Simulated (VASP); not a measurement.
# NbRu3 (Pm-3m) in VASP: notebook, part 2 of 2

VASP 6.6.1. Earlier steps stand in the parts before.

## Step 3: Electric field gradients, LDA (14.02 Å³/atom)

This run uses another cell than the first one, of 14.02 Å³/atom.

File INCAR:

```
SYSTEM = NbRu3
PREC = Accurate
ENCUT = 520
EDIFF = 1E-8
ISMEAR = -1
SIGMA = 0.05
LREAL = .FALSE.
LASPH = .TRUE.
NELM = 80
ALGO = Normal
ISIF = 2
LWAVE = .FALSE.
LCHARG = .FALSE.
LEFG = .TRUE.
NBANDS = 36
```

File KPOINTS:

```
regular mesh
0
G
  9 9 9
  0 0 0
```

File POSCAR:

```
NbRu3
1.0
    3.8275611394      0.0000000000      0.0000000000
    0.0000000000      3.8275611394      0.0000000000
    0.0000000000      0.0000000000      3.8275611394
Nb Ru
1 3
Direct
    0.0000000000      0.0000000000      0.0000000000
    0.0000000000      0.5000000000      0.5000000000
    0.5000000000      0.0000000000      0.5000000000
    0.5000000000      0.5000000000      0.0000000000
```

Potentials or basis: VASP PAW LDA potentials, release 64 (Nb_sv, Ru_pv).

Launch:

```sh
cat potpaw_LDA.64/Nb_sv/POTCAR potpaw_LDA.64/Ru_pv/POTCAR > POTCAR
mpirun -np 1 vasp_std > vasp.out
```

OUTCAR:

```text
SYSTEM = NbRu3
   PREC = Accurate
   ENCUT = 520
   EDIFF = 1E-8
   ISMEAR = -1
   LREAL = .FALSE.
   LASPH = .TRUE.
   NELM = 80
   ISIF = 2

 ion  position               nearest neighbor table
   1  0.000  0.000  0.000-   2 2.71   3 2.71   4 2.71   2 2.71   3 2.71   2 2.71   4 2.71   2 2.71
                             3 2.71   4 2.71   3 2.71   4 2.71
   2  0.000  0.500  0.500-   1 2.71   3 2.71   4 2.71   1 2.71   4 2.71   1 2.71   3 2.71   1 2.71
                             3 2.71   4 2.71   4 2.71   3 2.71
   3  0.500  0.000  0.500-   1 2.71   2 2.71   4 2.71   1 2.71   4 2.71   2 2.71   4 2.71   4 2.71
                             1 2.71   2 2.71   1 2.71   2 2.71
   4  0.500  0.500  0.000-   1 2.71   2 2.71   3 2.71   2 2.71   3 2.71   1 2.71   3 2.71   3 2.71
                             1 2.71   2 2.71   2 2.71   1 2.71

  LATTYP: Found a simple cubic cell.
 ALAT       =     3.8275611394

  Lattice vectors:

 A1 = (   3.8275611394,   0.0000000000,   0.0000000000)
 A2 = (   0.0000000000,   3.8275611394,   0.0000000000)
 A3 = (   0.0000000000,   0.0000000000,   3.8275611394)

Analysis of symmetry for initial positions (statically):
=====================================================================
 Subroutine PRICEL returns:
 Original cell was already a primitive cell.

 Routine SETGRP: Setting up the symmetry group for a
 simple cubic supercell.

 Subroutine GETGRP returns: Found 48 space group operations
 (whereof 48 operations were pure point group operations)
 out of a pool of 48 trial point group operations.

The static configuration has the point symmetry O_h .

Analysis of symmetry for dynamics (positions and initial velocities):
=====================================================================
 Subroutine PRICEL returns:
 Original cell was already a primitive cell.

 Routine SETGRP: Setting up the symmetry group for a
 simple cubic supercell.

 Subroutine GETGRP returns: Found 48 space group operations
 (whereof 48 operations were pure point group operations)
 out of a pool of 48 trial point group operations.

The dynamic configuration has the point symmetry O_h .

 Subroutine INISYM returns: Found 48 space group operations
 (whereof 48 operations are pure point group operations),
 and found     1 'primitive' translations

----------------------------------------------------------------------------------------

                                     Primitive cell

  volume of cell :      56.0746

  direct lattice vectors                    reciprocal lattice vectors
     3.827561139  0.000000000  0.000000000     0.261262972  0.000000000  0.000000000
     0.000000000  3.827561139  0.000000000     0.000000000  0.261262972  0.000000000
     0.000000000  0.000000000  3.827561139     0.000000000  0.000000000  0.261262972

  length of vectors
     3.827561139  3.827561139  3.827561139     0.261262972  0.261262972  0.261262972

  position of ions in fractional coordinates (direct lattice)
     0.000000000  0.000000000  0.000000000
     0.000000000  0.500000000  0.500000000
     0.500000000  0.000000000  0.500000000
[... 96 lines left out ...]
   EFERMI_NEDOS =   21; number of points for ismear=-14 and -15
   IALGO  =     38    algorithm
   IMIX   =      4    mixing-type and parameters
     AMIX     =   0.40;   BMIX     =  1.00
     AMIX_MAG =   1.60;   BMIX_MAG =  1.00
  volume/ion in A,a.u.               =      14.02        94.60
  Fermi-wavevector in a.u.,A,eV,Ry     =   1.626573  3.073777 35.997480  2.645740
  Thomas-Fermi vector in A             =   2.719510
   LORBIT       =      0    0 simple, 1 ext, 2 COOP (PROOUT), +10 PAW based schemes
   GGA     = CA    functional components
   LHFCALC =     F    Hartree Fock is set to
   AEXX    =    0.0000 exact exchange contribution
   IVDW    =     0    specifies the selected vdW correction
   LEPSILON=     F    determine dielectric tensor
   LRPA    =     F    only Hartree local field effects (RPA)
 non-spin polarized calculation
  energy-cutoff  :      520.00
  volume of cell :       56.07
 maximum number of plane-waves:      1525
   NGX = 15   NGY = 15   NGZ = 15

 number of electron      55.0000009 magnetization

 Free energy of the ion-electron system (eV)
  ---------------------------------------------------
  ext. energy  EPLUGINS =         0.00000000
  ---------------------------------------------------
  free energy    TOTEN  =       -43.84199594 eV

  energy without entropy =      -43.79967532  energy(sigma->0) =      -43.82083563

 E-fermi :  12.7288     XC(G=0): -14.1510

 val. band max:       12.7066726983   @ k =   0.2222   0.1111   0.0000
 cond. band min:      12.7386316344   @ k =   0.2222   0.2222   0.2222
 fundamental gap:      0.0319589362
 Fermi energy:        12.7288064670

 k-point     1 :       0.0000    0.0000    0.0000
  band No.  band energies     occupation
      1     -41.6284      2.00000
      2     -29.8836      2.00000
      3     -29.8836      2.00000
      4     -29.8836      2.00000
      5     -29.4411      2.00000
      6     -29.4411      2.00000
[... 925 lines left out ...]
     35      16.8802      0.00000
     36      19.6360      0.00000

 [... further k-points ...]

------------------------ aborting loop because EDIFF is reached ----------------------------------------

  FORCE on cell =-STRESS in cart. coord.  units (eV):
  Direction    XX          YY          ZZ          XY          YZ          ZX
  --------------------------------------------------------------------------------------
  -------------------------------------------------------------------------------------
  Total        0.2458174      0.2458174      0.2458174     -0.0000000     -0.0000000      0.0000000
  in kB        7.0235532      7.0235532      7.0235532     -0.0000000     -0.0000000      0.0000000
  external PRESSURE =       7.0235532 kB  Pullay stress =       0.0000000 kB

 VOLUME and BASIS-vectors are now :
 -----------------------------------------------------------------------------
  energy-cutoff  :      520.00
  volume of cell :       56.07
      direct lattice vectors                 reciprocal lattice vectors
     3.827561139  0.000000000  0.000000000     0.261262972  0.000000000  0.000000000
     0.000000000  3.827561139  0.000000000     0.000000000  0.261262972  0.000000000
     0.000000000  0.000000000  3.827561139     0.000000000  0.000000000  0.261262972

 POSITION                                       TOTAL-FORCE (eV/Angst)
 -----------------------------------------------------------------------------------
      0.00000      0.00000      0.00000         0.000000      0.000000      0.000000
      0.00000      1.91378      1.91378         0.000000      0.000000      0.000000
      1.91378      0.00000      1.91378         0.000000      0.000000      0.000000
      1.91378      1.91378      0.00000         0.000000      0.000000      0.000000
 -----------------------------------------------------------------------------------
    total drift:                                0.000000      0.000000      0.000000

  FREE ENERGIE OF THE ION-ELECTRON SYSTEM (eV)
  ---------------------------------------------------
  free  energy   TOTEN  =       -43.8419959380 eV

  energy  without entropy=      -43.7996753182  energy(sigma->0) =      -43.82083563

 Electric field gradients (V/A^2)
---------------------------------------------------------------------
 ion       V_xx      V_yy      V_zz      V_xy      V_xz      V_yz
---------------------------------------------------------------------
   1       0.000     0.000     0.000    -0.000     0.000    -0.000
   2     -19.883     9.942     9.942     0.000     0.000     0.000
   3       9.942   -19.883     9.942     0.000    -0.000    -0.000
   4       9.942     9.942   -19.883    -0.000    -0.000     0.000
---------------------------------------------------------------------

 Electric field gradients after diagonalization (V/A^2)
 (convention: |V_zz| > |V_xx| > |V_yy|)
----------------------------------------------------------------------
 ion       V_xx      V_yy      V_zz     asymmetry (V_yy - V_xx)/ V_zz
----------------------------------------------------------------------
   1       0.000     0.000     0.000      -0.038
   2       9.942     9.942   -19.883       0.000
   3       9.942     9.942   -19.883       0.000
   4       9.942     9.942   -19.883       0.000
----------------------------------------------------------------------

           NMR quadrupolar parameters

 Cq : quadrupolar parameter    Cq=e*Q*V_zz/h
 eta: asymmetry parameters     (V_yy - V_xx)/ V_zz
 Q  : nuclear electric quadrupole moment in mb (millibarn)
----------------------------------------------------------------------
 ion       Cq(MHz)       eta       Q (mb)
----------------------------------------------------------------------
   1       0.000      -0.038       1.000
   2      -0.048       0.000       1.000
   3      -0.048       0.000       1.000
   4      -0.048       0.000       1.000
----------------------------------------------------------------------
```

OSZICAR:

```text
N       E                     dE             d eps       ncg     rms          rms(c)
DAV:   1     0.696879685498E+03    0.69688E+03   -0.32202E+04  2520   0.167E+03
DAV:   2    -0.175364914805E+02   -0.71442E+03   -0.69786E+03  2820   0.592E+02
DAV:   3    -0.448150070841E+02   -0.27279E+02   -0.25963E+02  3656   0.115E+02
DAV:   4    -0.463061834218E+02   -0.14912E+01   -0.14816E+01  3844   0.208E+01
DAV:   5    -0.463407785844E+02   -0.34595E-01   -0.34576E-01  3636   0.311E+00    0.231E+01
DAV:   6    -0.441698373495E+02    0.21709E+01   -0.62889E+00  2800   0.177E+01    0.626E+00
DAV:   7    -0.440866261334E+02    0.83211E-01   -0.26176E+00  4548   0.963E+00    0.493E+00
DAV:   8    -0.438440507462E+02    0.24258E+00   -0.87946E-01  3528   0.605E+00    0.143E+00
DAV:   9    -0.438418775717E+02    0.21732E-02   -0.51666E-02  2972   0.165E+00    0.259E-01
DAV:  10    -0.438419799492E+02   -0.10238E-03   -0.40862E-03  4180   0.395E-01    0.557E-02
DAV:  11    -0.438419868467E+02   -0.68975E-05   -0.94869E-05  3792   0.649E-02    0.315E-02
DAV:  12    -0.438419964145E+02   -0.95678E-05   -0.37941E-05  4600   0.459E-02    0.131E-02
DAV:  13    -0.438419959702E+02    0.44430E-06   -0.31043E-06  3628   0.139E-02    0.405E-03
DAV:  14    -0.438419959131E+02    0.57173E-07   -0.53767E-07  3524   0.729E-03    0.140E-03
DAV:  15    -0.438419959374E+02   -0.24360E-07   -0.33063E-08  2936   0.165E-03    0.553E-04
DAV:  16    -0.438419959380E+02   -0.57207E-09   -0.29912E-09  1672   0.347E-04
   1 F= -.43841996E+02 E0= -.43820836E+02  d E =-.423206E-01
```

Run time: 40 s. Hardware: 1 thread of Intel Xeon 6975P-C (Granite Rapids), shared host; peak memory 0.17 GiB.

Results:

```
Free energy                             : -43.8420 eV
Pressure                                : 0.7 GPa
Band gap on the k mesh                  : zero (an odd number of electrons rules out a gap without spin polarisation)
Largest electric field gradient by atom : Nb +0.0; Ru -19.9 V/Å²
```

Levels at points of the mesh, in eV from the Fermi level:
| k point | band 25 | band 26 | band 27 | band 28 | band 29 | band 30 | band 31 | band 32 |
| --- | --- | --- | --- | --- | --- | --- | --- | --- |
| (0.00, 0.00, 0.00) | 0.52 | 1.91 | 2.47 | 2.47 | 2.47 | 3.84 | 3.84 | 4.18 |

Electric field gradients, principal values (V/Å²):
```tsv
atom	least	middle	greatest (by size)
1 Nb	0.000	0.000	0.000
2 Ru	9.942	9.942	-19.883
3 Ru	9.942	9.942	-19.883
4 Ru	9.942	9.942	-19.883
```

Caveat: without QUAD_EFG the Cq values of the log hold for a quadrupole moment of 1 mb, not for the nuclei.

## Step 4: Electric field gradients, LDA (14.02 Å³/atom)

This run uses another cell than the first one, of 14.02 Å³/atom.

File INCAR:

```
ALGO     = Normal         # electronic algorithm
EDIFF    = 1E-8           # SCF threshold, eV
ENCUT    = 520            # plane-wave cutoff, eV
GGA      = CA             # functional
ISIF     = 2              # what is computed and relaxed
ISMEAR   = -1             # smearing method
LASPH    = True           # aspherical terms in the spheres
LCHARG   = False          # write CHGCAR
LEFG     = True         
LREAL    = False          # projectors in reciprocal space
LWAVE    = False          # write WAVECAR
NBANDS   = 36             # bands
NELM     = 100            # most SCF steps
PREC     = Accurate       # precision mode
SIGMA    = 0.05           # smearing width, eV
```

File KPOINTS:

```
k-points
0
Gamma
  9 9 9
```

POSCAR is that of step 3.

Potentials or basis: VASP PAW LDA potentials, release 64 (Nb_sv, Ru_pv).

Launch:

```sh
cat potpaw_LDA.64/Nb_sv/POTCAR potpaw_LDA.64/Ru_pv/POTCAR > POTCAR
mpirun -np 1 vasp_std > vasp.out
```

OUTCAR:

```text
EDIFF = 1E-8
   ENCUT = 520
   GGA = CA
   ISIF = 2
   ISMEAR = -1
   LASPH = True
   LREAL = False
   NELM = 100
   PREC = Accurate

 ion  position               nearest neighbor table
   1  0.000  0.000  0.000-   2 2.71   3 2.71   4 2.71   2 2.71   3 2.71   2 2.71   4 2.71   2 2.71
                             3 2.71   4 2.71   3 2.71   4 2.71
   2  0.000  0.500  0.500-   1 2.71   3 2.71   4 2.71   1 2.71   4 2.71   1 2.71   3 2.71   1 2.71
                             3 2.71   4 2.71   4 2.71   3 2.71
   3  0.500  0.000  0.500-   1 2.71   2 2.71   4 2.71   1 2.71   4 2.71   2 2.71   4 2.71   4 2.71
                             1 2.71   2 2.71   1 2.71   2 2.71
   4  0.500  0.500  0.000-   1 2.71   2 2.71   3 2.71   2 2.71   3 2.71   1 2.71   3 2.71   3 2.71
                             1 2.71   2 2.71   2 2.71   1 2.71

  LATTYP: Found a simple cubic cell.
 ALAT       =     3.8275611394

[... 1166 lines left out ...]
   1       0.000     0.000     0.000    -0.000     0.000    -0.000
   2     -19.883     9.942     9.942     0.000     0.000     0.000
   3       9.942   -19.883     9.942     0.000    -0.000    -0.000
   4       9.942     9.942   -19.883    -0.000    -0.000     0.000
---------------------------------------------------------------------

 Electric field gradients after diagonalization (V/A^2)
 (convention: |V_zz| > |V_xx| > |V_yy|)
----------------------------------------------------------------------
 ion       V_xx      V_yy      V_zz     asymmetry (V_yy - V_xx)/ V_zz
----------------------------------------------------------------------
   1       0.000     0.000     0.000      -0.038
   2       9.942     9.942   -19.883       0.000
   3       9.942     9.942   -19.883       0.000
   4       9.942     9.942   -19.883       0.000
----------------------------------------------------------------------

           NMR quadrupolar parameters

 Cq : quadrupolar parameter    Cq=e*Q*V_zz/h
 eta: asymmetry parameters     (V_yy - V_xx)/ V_zz
 Q  : nuclear electric quadrupole moment in mb (millibarn)
----------------------------------------------------------------------
 ion       Cq(MHz)       eta       Q (mb)
----------------------------------------------------------------------
   1       0.000      -0.038       1.000
   2      -0.048       0.000       1.000
   3      -0.048       0.000       1.000
   4      -0.048       0.000       1.000
----------------------------------------------------------------------
```

OSZICAR:

```text
N       E                     dE             d eps       ncg     rms          rms(c)
DAV:   1     0.696879685498E+03    0.69688E+03   -0.32202E+04  2520   0.167E+03
DAV:   2    -0.175364914805E+02   -0.71442E+03   -0.69786E+03  2820   0.592E+02
DAV:   3    -0.448150070841E+02   -0.27279E+02   -0.25963E+02  3656   0.115E+02
DAV:   4    -0.463061834218E+02   -0.14912E+01   -0.14816E+01  3844   0.208E+01
DAV:   5    -0.463407785844E+02   -0.34595E-01   -0.34576E-01  3636   0.311E+00    0.231E+01
DAV:   6    -0.441698373495E+02    0.21709E+01   -0.62889E+00  2800   0.177E+01    0.626E+00
DAV:   7    -0.440866261334E+02    0.83211E-01   -0.26176E+00  4548   0.963E+00    0.493E+00
DAV:   8    -0.438440507462E+02    0.24258E+00   -0.87946E-01  3528   0.605E+00    0.143E+00
DAV:   9    -0.438418775717E+02    0.21732E-02   -0.51666E-02  2972   0.165E+00    0.259E-01
DAV:  10    -0.438419799492E+02   -0.10238E-03   -0.40862E-03  4180   0.395E-01    0.557E-02
DAV:  11    -0.438419868467E+02   -0.68975E-05   -0.94869E-05  3792   0.649E-02    0.315E-02
DAV:  12    -0.438419964145E+02   -0.95678E-05   -0.37941E-05  4600   0.459E-02    0.131E-02
DAV:  13    -0.438419959702E+02    0.44430E-06   -0.31043E-06  3628   0.139E-02    0.405E-03
DAV:  14    -0.438419959131E+02    0.57173E-07   -0.53767E-07  3524   0.729E-03    0.140E-03
DAV:  15    -0.438419959374E+02   -0.24360E-07   -0.33063E-08  2936   0.165E-03    0.553E-04
DAV:  16    -0.438419959380E+02   -0.57207E-09   -0.29912E-09  1672   0.347E-04
   1 F= -.43841996E+02 E0= -.43820836E+02  d E =-.423206E-01
```

Wall time 36 s (1 thread of Intel Xeon 6975P-C (Granite Rapids), shared host); peak memory 0.17 GiB.

Results:

- Free energy: -43.8420 eV
- Pressure: 0.7 GPa
- Band gap on the k mesh: zero (an odd number of electrons rules out a gap without spin polarisation)
- Largest electric field gradient by atom: Nb +0.0; Ru -19.9 V/Å²

Electric field gradients, principal values (V/Å²):
```csv
atom,least,middle,greatest (by size)
1 Nb,0.000,0.000,0.000
2 Ru,9.942,9.942,-19.883
3 Ru,9.942,9.942,-19.883
4 Ru,9.942,9.942,-19.883
```

Caveat: without QUAD_EFG the Cq values of the log hold for a quadrupole moment of 1 mb, not for the nuclei.
